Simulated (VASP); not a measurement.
# C (Fd-3m) in VASP: settings compared

C is run at these levels: revPBE+D3(BJ), BLYP+D4; tasks: single point.

All numbers are computed with VASP 6.6.1; they aren't measurements. Logs are shortened: lines on timing, memory, paths and dates and some standing lists are left out, and cuts for length are marked.

## Step 1: The cell of the first run

The structure is cubic, space group Fd-3m (No. 227). Conventional cell: a = 3.567 Å, b = 3.567 Å, c = 3.567 Å, α = 90.00°, β = 90.00°, γ = 90.00°. C (site symmetry -43m) has 4 C at 1.54 Å within 2.1 Å.

## Step 2: Single point, revPBE+D3(BJ)

File INCAR:

```
SYSTEM = C
ALGO = Normal ; EDIFF = 1E-7
ENCUT = 520 ; GGA = RE
ISIF = 2 ; ISMEAR = -1
IVDW = 12 ; LASPH = .True.
LCHARG = .True. ; LELF = .True.
LREAL = .False. ; LVHAR = .True.
LWAVE = .False. ; NBANDS = 11
NELM = 100 ; PREC = Accurate
SIGMA = 0.05
```

File KPOINTS:

```
k-points
0
Gamma
  13 13 13
  0 0 0
```

File POSCAR:

```
C
1.0
    0.0000000000      1.7833700000      1.7833700000
    1.7833700000      0.0000000000      1.7833700000
    1.7833700000      1.7833700000      0.0000000000
C
2
Direct
    0.7500000000      0.7500000000      0.7500000000
    0.5000000000      0.5000000000      0.5000000000
```

Potentials or basis: VASP PAW PBE potentials, release 64 (C).

The run is started by

```
> cat potpaw_PBE.64/C/POTCAR > POTCAR
> mpirun -np 1 vasp_std > vasp.out
```

OUTCAR:

```text
SYSTEM = C
   EDIFF = 1E-7
   ENCUT = 520
   GGA = RE
   ISIF = 2
   ISMEAR = -1
   IVDW = 12
   LASPH = .True.
   LREAL = .False.
   NELM = 100
   PREC = Accurate
 IVDW          = 12

 ion  position               nearest neighbor table
   1  0.750  0.750  0.750-   2 1.54   2 1.54   2 1.54   2 1.54
   2  0.500  0.500  0.500-   1 1.54   1 1.54   1 1.54   1 1.54

  LATTYP: Found a face centered cubic cell.
 ALAT       =     3.5667400000

  Lattice vectors:

 A1 = (   0.0000000000,   1.7833700000,   1.7833700000)
 A2 = (   1.7833700000,   0.0000000000,   1.7833700000)
 A3 = (   1.7833700000,   1.7833700000,   0.0000000000)

Analysis of symmetry for initial positions (statically):
=====================================================================
 Subroutine PRICEL returns:
 Original cell was already a primitive cell.

 Routine SETGRP: Setting up the symmetry group for a
 face centered cubic supercell.

 Subroutine GETGRP returns: Found 48 space group operations
 (whereof 24 operations were pure point group operations)
 out of a pool of 48 trial point group operations.

The static configuration has the point symmetry T_d .
 The point group associated with its full space group is O_h .

Analysis of symmetry for dynamics (positions and initial velocities):
=====================================================================
 Subroutine PRICEL returns:
 Original cell was already a primitive cell.

 Routine SETGRP: Setting up the symmetry group for a
 face centered cubic supercell.

 Subroutine GETGRP returns: Found 48 space group operations
 (whereof 24 operations were pure point group operations)
 out of a pool of 48 trial point group operations.

The dynamic configuration has the point symmetry T_d .
 The point group associated with its full space group is O_h .

 Subroutine INISYM returns: Found 48 space group operations
 (whereof 24 operations are pure point group operations),
 and found     1 'primitive' translations

----------------------------------------------------------------------------------------

                                     Primitive cell

  volume of cell :      11.3437

  direct lattice vectors                    reciprocal lattice vectors
     0.000000000  1.783370000  1.783370000    -0.280368067  0.280368067  0.280368067
     1.783370000  0.000000000  1.783370000     0.280368067 -0.280368067  0.280368067
     1.783370000  1.783370000  0.000000000     0.280368067  0.280368067 -0.280368067

  length of vectors
     2.522066041  2.522066041  2.522066041     0.485611737  0.485611737  0.485611737

  position of ions in fractional coordinates (direct lattice)
     0.750000000  0.750000000  0.750000000
     0.500000000  0.500000000  0.500000000

  ion indices of the primitive-cell ions
   primitive index   ion index
                 1           1
                 2           2

----------------------------------------------------------------------------------------

 KPOINTS: k-points

Automatic generation of k-mesh.
 Grid dimensions read from file:
 generate k-points for:   13   13   13

 Generating k-lattice:

  Cartesian coordinates                     Fractional coordinates (reciprocal lattice)
    -0.021566774  0.021566774  0.021566774     0.076923077  0.000000000  0.000000000
     0.021566774 -0.021566774  0.021566774     0.000000000  0.076923077  0.000000000
     0.021566774  0.021566774 -0.021566774     0.000000000  0.000000000  0.076923077

  Length of vectors
     0.037354749  0.037354749  0.037354749

  Shift w.r.t. Gamma in fractional coordinates (k-lattice)
     0.000000000  0.000000000  0.000000000

 Subroutine IBZKPT returns following result:
 ===========================================

 Found     84 irreducible k-points:

 Following reciprocal coordinates:
            Coordinates               Weight
  0.000000  0.000000  0.000000      1.000000
  0.076923  0.000000  0.000000      8.000000
  0.153846  0.000000  0.000000      8.000000
  0.230769  0.000000  0.000000      8.000000
  0.307692  0.000000  0.000000      8.000000
  0.384615  0.000000  0.000000      8.000000
[... 16 lines left out ...]
  0.384615  0.153846  0.000000     24.000000
  0.461538  0.153846  0.000000     24.000000
 [... further k-points ...]
   k-points           NKPTS =     84   k-points in BZ     NKDIM =     84   number of bands    NBANDS=     11
   number of dos      NEDOS =    301   number of ions     NIONS =      2
   total plane-waves  NPLWV =   8000
   dimension x,y,z NGX =    20 NGY =   20 NGZ =   20
   dimension x,y,z NGXF=    40 NGYF=   40 NGZF=   40
   ions per type =               2
   NGX,Y,Z   is equivalent  to a cutoff of  13.18, 13.18, 13.18 a.u.
   NGXF,Y,Z  is equivalent  to a cutoff of  26.37, 26.37, 26.37 a.u.
 SYSTEM =  C
   PREC   = accura    normal or accurate (medium, high low for compatibility)
   ISTART =      0    job   : 0-new  1-cont  2-samecut
   ICHARG =      2    charge: 1-file 2-atom 10-const
   ISPIN  =      1    spin polarized calculation?
   LNONCOLLINEAR =      F non collinear calculations
   LSORBIT =      F    spin-orbit coupling
   LASPH  =      T    aspherical Exc in radial PAW
   ENCUT  =  520.0 eV  38.22 Ry    6.18 a.u.   4.69  4.69  4.69*2*pi/ulx,y,z
   NELM   =    100;   NELMIN=  2; NELMDL= -5     # of ELM steps
   EDIFF  = 0.1E-06   stopping-criterion for ELM
   LREAL  =      F    real-space projection
   EDIFFG = 0.1E-05   stopping-criterion for IOM
   NSW    =      0    number of steps for IOM
   IBRION =     -1    ionic relax: 0-MD 1-quasi-New 2-CG
   NFREE  =      0    steps in history (QN), initial steepest desc. (CG)
   ISIF   =      2    stress and relaxation
   ISYM   =      2    0-nonsym 1-usesym 2-fastsym
   POTIM  = 0.5000    time-step for ionic-motion
   TEBEG  =    0.0;   TEEND  =   0.0 temperature during run
   PSTRESS=    0.0 pullay stress
   NELECT =       8.0000    total number of electrons
   NUPDOWN=      -1.0000    fix difference up-down
   EMIN   =  10.00;   EMAX   =-10.00  energy-range for DOS
   EFERMI =   0.00;   METHOD = LEGACY
   ISMEAR =    -1;   SIGMA  =   0.05  broadening in eV -4-tet -1-fermi 0-gaus
   EFERMI_NEDOS =   21; number of points for ismear=-14 and -15
   IALGO  =     38    algorithm
   IMIX   =      4    mixing-type and parameters
     AMIX     =   0.40;   BMIX     =  1.00
     AMIX_MAG =   1.60;   BMIX_MAG =  1.00
  volume/ion in A,a.u.               =       5.67        38.28
  Fermi-wavevector in a.u.,A,eV,Ry     =   1.457203  2.753714 28.891161  2.123440
  Thomas-Fermi vector in A             =   2.574032
   LORBIT       =      0    0 simple, 1 ext, 2 COOP (PROOUT), +10 PAW based schemes
   GGA     = RE    functional components
   LHFCALC =     F    Hartree Fock is set to
   AEXX    =    0.0000 exact exchange contribution
   IVDW    =    12    specifies the selected vdW correction
   LEPSILON=     F    determine dielectric tensor
   LRPA    =     F    only Hartree local field effects (RPA)
 non-spin polarized calculation
  energy-cutoff  :      520.00
  volume of cell :       11.34
 maximum number of plane-waves:       322
   NGX =  9   NGY =  9   NGZ =  9

 number of electron       7.9999999 magnetization

 Free energy of the ion-electron system (eV)
  ---------------------------------------------------
  ext. energy  EPLUGINS =         0.00000000
  ---------------------------------------------------
  free energy    TOTEN  =       -17.37598903 eV

  energy without entropy =      -17.37598903  energy(sigma->0) =      -17.37598903

 E-fermi :  10.7087     XC(G=0): -13.1916

 val. band max:        9.8231029823   @ k =   0.0000   0.0000   0.0000
 cond. band min:      13.9564575445   @ k =   0.3846   0.3846   0.0000
 fundamental gap:      4.1333545622
 Fermi energy:        10.7086588780

 k-point     1 :       0.0000    0.0000    0.0000
  band No.  band energies     occupation
      1     -11.7164      2.00000
      2       9.8231      2.00000
      3       9.8231      2.00000
      4       9.8231      2.00000
      5      15.4150      0.00000
      6      15.4150      0.00000
      7      15.4150      0.00000
      8      23.1095      0.00000
      9      29.1948      0.00000
     10      36.2779      0.00000
     11      36.2779      0.00000

 k-point     2 :       0.0769    0.0000    0.0000
  band No.  band energies     occupation
      1     -11.5524      2.00000
      2       8.7513      2.00000
      3       9.5433      2.00000
      4       9.5433      2.00000
      5      15.7817      0.00000
      6      15.7817      0.00000
      7      16.0458      0.00000
      8      23.2579      0.00000
      9      29.4743      0.00000
     10      34.3585      0.00000
     11      34.3585      0.00000

 k-point     3 :       0.1538    0.0000    0.0000
  band No.  band energies     occupation
      1     -11.0619      2.00000
      2       6.4731      2.00000
      3       8.9126      2.00000
      4       8.9126      2.00000
      5      16.6124      0.00000
      6      16.6124      0.00000
      7      17.0670      0.00000
      8      23.6891      0.00000
      9      30.0955      0.00000
     10      32.7787      0.00000
     11      32.7787      0.00000
[... 267 lines left out ...]
 k-point    23 :       0.3846    0.1538    0.0000
  band No.  band energies     occupation
      1      -8.1369      2.00000
      2       0.7937      2.00000
      3       5.9503      2.00000
      4       6.0697      2.00000
      5      16.4738      0.00000
      6      20.5452      0.00000
      7      20.5571      0.00000
      8      22.5068      0.00000
      9      31.1392      0.00000
     10      31.8131      0.00000
     11      36.7997      0.00000

 k-point    24 :       0.4615    0.1538    0.0000
  band No.  band energies     occupation
      1      -6.7034      2.00000
      2      -1.4486      2.00000
      3       5.3728      2.00000
      4       5.9111      2.00000
      5      16.9063      0.00000
      6      20.4261      0.00000
      7      20.7051      0.00000
      8      23.7842      0.00000
      9      30.5211      0.00000
     10      33.1839      0.00000
     11      36.9169      0.00000

 [... further k-points ...]

------------------------ aborting loop because EDIFF is reached ----------------------------------------

 Edisp (eV)   -0.79119

 E8    (eV) :    -0.4598

  FORCE on cell =-STRESS in cart. coord.  units (eV):
  Direction    XX          YY          ZZ          XY          YZ          ZX
  --------------------------------------------------------------------------------------
  -------------------------------------------------------------------------------------
  Total      -0.28185    -0.28185    -0.28185    -0.00000    -0.00000     0.00000
  in kB     -39.80834   -39.80834   -39.80834    -0.00000    -0.00000     0.00000
  external pressure =      -39.81 kB  Pullay stress =        0.00 kB

 VOLUME and BASIS-vectors are now :
 -----------------------------------------------------------------------------
  energy-cutoff  :      520.00
  volume of cell :       11.34
      direct lattice vectors                 reciprocal lattice vectors
     0.000000000  1.783370000  1.783370000    -0.280368067  0.280368067  0.280368067
     1.783370000  0.000000000  1.783370000     0.280368067 -0.280368067  0.280368067
     1.783370000  1.783370000  0.000000000     0.280368067  0.280368067 -0.280368067

 POSITION                                       TOTAL-FORCE (eV/Angst)
 -----------------------------------------------------------------------------------
      2.67505      2.67505      2.67505        -0.000000     -0.000000      0.000000
      1.78337      1.78337      1.78337         0.000000      0.000000     -0.000000
 -----------------------------------------------------------------------------------
    total drift:                                0.000000     -0.000000      0.000000

  FREE ENERGIE OF THE ION-ELECTRON SYSTEM (eV)
  ---------------------------------------------------
  free  energy   TOTEN  =       -18.1671743156 eV

  energy  without entropy=      -18.1671743156  energy(sigma->0) =      -18.16717432
```

Run time: 11 s. Hardware: 1 thread of Intel Xeon Platinum 8259CL at 2.50GHz (Skylake/Cascade Lake), shared host; peak memory 0.13 GiB.

What came out:

```yaml
Free_energy: -18.1672 eV
Pressure: -4.0 GPa
Band_gap_on_the_k_mesh: 4.13 eV, indirect (least direct gap 5.59 eV)
Dispersion_energy_per_atom: -0.396 eV
```

Caveat: the PAW data sets were made with another functional, which shifts forces and pressure a little. A k mesh can miss the band edges.

## Step 3: Single point, revPBE+D3(BJ)

This run uses another cell than the first one, of 5.79 Å³/atom, 1.020 times its volume.

File INCAR:

```
  ALGO = Normal
  EDIFF = 1E-6
  ENCUT = 520
  GGA = RE
  ISIF = 2
  ISMEAR = -1
  IVDW = 12
  LASPH = True
  LCHARG = False
  LREAL = False
  LWAVE = False
  NBANDS = 11
  NELM = 100
  PREC = Accurate
  SIGMA = 0.05
```

File KPOINTS:

```
k-points
0
Gamma
  13 13 13
```

File POSCAR:

```
C
1.0
    0.0000000000      1.7951807415      1.7951807415
    1.7951807415      0.0000000000      1.7951807415
    1.7951807415      1.7951807415      0.0000000000
C
2
Direct
    0.7500000000      0.7500000000      0.7500000000
    0.5000000000      0.5000000000      0.5000000000
```

Potentials or basis: VASP PAW PBE potentials, release 64 (C).

The run is started by

```
> cat potpaw_PBE.64/C/POTCAR > POTCAR
> mpirun -np 1 vasp_std > vasp.out
```

Wall time 9.5 s (1 thread of Intel Xeon Platinum 8259CL at 2.50GHz (Skylake/Cascade Lake), shared host); peak memory 0.13 GiB.

The run converged. Its results:

```
Free energy                : -18.1561 eV
Pressure                   : -12.1 GPa
Band gap on the k mesh     : 4.09 eV, indirect (least direct gap 5.54 eV)
Dispersion energy per atom : -0.388 eV
```

Levels at points of the mesh, in eV from the valence-band top:
| k point | band 1 | band 2 | band 3 | band 4 | band 5 | band 6 | band 7 | band 8 | band 9 |
| --- | --- | --- | --- | --- | --- | --- | --- | --- | --- |
| (0.00, 0.00, 0.00) | -21.27 | 0.00 | 0.00 | 0.00 | 5.54 | 5.54 | 5.54 | 12.84 | 19.12 |

Caveat: the PAW data sets were made with another functional, which shifts forces and pressure a little. As with any semilocal functional, this revPBE gap is likely too small.

## Step 4: Single point, revPBE+D3(BJ)

This run uses another cell than the first one, of 5.90 Å³/atom, 1.040 times its volume.

File INCAR:

```
PREC = Accurate
ENCUT = 520
EDIFF = 1E-6
ISMEAR = -1
SIGMA = 0.05
LREAL = False
LASPH = True
NELM = 80
ALGO = Normal
ISIF = 2
LWAVE = False
LCHARG = False
GGA = RE
IVDW = 12
NBANDS = 11
```

File KPOINTS:

```
Automatic mesh
0
Gamma
  13 13 13
```

File POSCAR:

```
C
1.0
    0.0000000000      1.8068380860      1.8068380860
    1.8068380860      0.0000000000      1.8068380860
    1.8068380860      1.8068380860      0.0000000000
C
2
Direct
    0.7500000000      0.7500000000      0.7500000000
    0.5000000000      0.5000000000      0.5000000000
```

The run is started by

```
> cat potpaw_PBE.64/C/POTCAR > POTCAR
> mpirun -np 1 vasp_std > vasp.out
```

It took 9.2 s on 1 thread of Intel Xeon Platinum 8259CL at 2.50GHz (Skylake/Cascade Lake), shared host; peak memory 0.13 GiB.

Results (log left out):

```
Free energy                : -18.1339 eV
Pressure                   : -19.6 GPa
Band gap on the k mesh     : 4.05 eV, indirect (least direct gap 5.49 eV)
Dispersion energy per atom : -0.381 eV
```

Levels at points of the mesh, in eV from the valence-band top:
```
           k point  band 1  band 2  band 3  band 4  band 5  band 6  band 7  band 8  band 9
(0.00, 0.00, 0.00)  -21.02    0.00    0.00    0.00    5.49    5.49    5.49   12.40   18.89
```

Caveat: the PAW data sets were made with another functional, which shifts forces and pressure a little. A hybrid or GW would open this gap; revPBE tends to underestimate it.

## Step 5: Single point, BLYP+D4

This run uses another cell than the first one, of 5.56 Å³/atom, 0.980 times its volume.

File INCAR:

```
AGGAC    = 1.0          
AGGAX    = 1.0          
ALDAC    = 0.0          
ALDAX    = 1.0          
ALGO     = Normal         # electronic algorithm
EDIFF    = 1E-6           # SCF threshold, eV
ENCUT    = 520            # plane-wave cutoff, eV
GGA      = B5             # functional
ISIF     = 2              # what is computed and relaxed
ISMEAR   = -1             # smearing method
IVDW     = 13             # dispersion correction
LASPH    = T              # aspherical terms in the spheres
LCHARG   = T              # write CHGCAR
LELF     = T              # ELF
LREAL    = F              # projectors in reciprocal space
LVHAR    = T            
LWAVE    = F              # write WAVECAR
NBANDS   = 11             # bands
NELM     = 100            # most SCF steps
PREC     = Accurate       # precision mode
SIGMA    = 0.05           # smearing width, eV
VDW_A1   = 0.44488865   
VDW_A2   = 4.0933009    
VDW_S6   = 1.0          
VDW_S8   = 2.34076671
```

File KPOINTS:

```
k-points
0
Gamma
  13 13 13
```

File POSCAR:

```
C
1.0
    0.0000000000      1.7714007132      1.7714007132
    1.7714007132      0.0000000000      1.7714007132
    1.7714007132      1.7714007132      0.0000000000
C
2
Direct
    0.7500000000      0.7500000000      0.7500000000
    0.5000000000      0.5000000000      0.5000000000
```

The run is started by

```
> cat potpaw_PBE.64/C/POTCAR > POTCAR
> mpirun -np 1 vasp_std > vasp.out
```

Wall time 16 s (1 thread of Intel Xeon Platinum 8259CL at 2.50GHz (Skylake/Cascade Lake), shared host); peak memory 0.12 GiB.

It converged, with:

```
Free energy                : -17.5403 eV
Pressure                   : 10.2 GPa
Band gap on the k mesh     : 4.52 eV, indirect (least direct gap 5.80 eV)
Dispersion energy per atom : -0.423 eV
```

Levels at points of the mesh, in eV from the valence-band top:
```csv
k point,band 1,band 2,band 3,band 4,band 5,band 6,band 7,band 8,band 9
"(0.00, 0.00, 0.00)",-21.46,0.00,0.00,0.00,5.80,5.80,5.80,13.91,20.08
```

Caveat: the PAW data sets were made with another functional, which shifts forces and pressure a little. A k mesh can miss the band edges.

## Step 6: Single point, BLYP+D4

File INCAR:

```
PREC = Accurate
ENCUT = 520
EDIFF = 1E-7
ISMEAR = -1
SIGMA = 0.05
LREAL = F
LASPH = T
NELM = 100
ALGO = Normal
ISIF = 2
LWAVE = F
LCHARG = F
GGA = B5
ALDAX = 1.0
AGGAX = 1.0
AGGAC = 1.0
ALDAC = 0.0
IVDW = 13
VDW_S6 = 1.0
VDW_S8 = 2.34076671
VDW_A1 = 0.44488865
VDW_A2 = 4.0933009
NBANDS = 11
```

File KPOINTS:

```
regular mesh
0
Gamma
  13 13 13
```

File POSCAR:

```
C
1.0
    0.0000000000      1.7833700000      1.7833700000
    1.7833700000      0.0000000000      1.7833700000
    1.7833700000      1.7833700000      0.0000000000
C
2
Direct
    0.7500000000      0.7500000000      0.7500000000
    0.5000000000      0.5000000000      0.5000000000
```

Potentials or basis: VASP PAW PBE potentials, release 64 (C).

The run is started by

```
> cat potpaw_PBE.64/C/POTCAR > POTCAR
> mpirun -np 1 vasp_std > vasp.out
```

Run time: 15 s. Hardware: 1 thread of Intel Xeon Platinum 8259CL at 2.50GHz (Skylake/Cascade Lake), shared host; peak memory 0.12 GiB.

The run converged. Its results:

- Free energy: -17.5485 eV
- Pressure: 1.1 GPa
- Band gap on the k mesh: 4.47 eV, indirect (least direct gap 5.74 eV)
- Dispersion energy per atom: -0.415 eV

Levels at points of the mesh, in eV from the valence-band top:
| k point | band 2 | band 3 | band 4 | band 5 | band 6 | band 7 |
| --- | --- | --- | --- | --- | --- | --- |
| (0.00, 0.00, 0.00) | 0.00 | 0.00 | 0.00 | 5.74 | 5.74 | 5.74 |

Caveat: the PAW data sets were made with another functional, which shifts forces and pressure a little.

## Step 7: Summary

| level | cell | gap on the mesh (eV) | pressure (GPa) |
| --- | --- | --- | --- |
| revPBE+D3(BJ) | a = 2.522 Å, angles 60.0°, 2 atoms | 4.13 | -4.0 |
| revPBE+D3(BJ) | a = 2.539 Å, angles 60.0°, 2 atoms | 4.09 | -12.1 |
| revPBE+D3(BJ) | a = 2.555 Å, angles 60.0°, 2 atoms | 4.05 | -19.6 |
| BLYP+D4 | a = 2.505 Å, angles 60.0°, 2 atoms | 4.52 | 10.2 |
| BLYP+D4 | a = 2.522 Å, angles 60.0°, 2 atoms | 4.47 | 1.1 |

Alike in all rows: task single point; potentials or basis VASP PAW PBE potentials, release 64 (C); no spin polarisation; k mesh 13 × 13 × 13; cutoff (eV) 520; smearing fermi-dirac 0.05 eV.

Caveats: the PAW data sets were made with another functional, which shifts forces and pressure a little.

Total energies depend on the potentials used, so only differences within one code and one set of settings carry meaning.
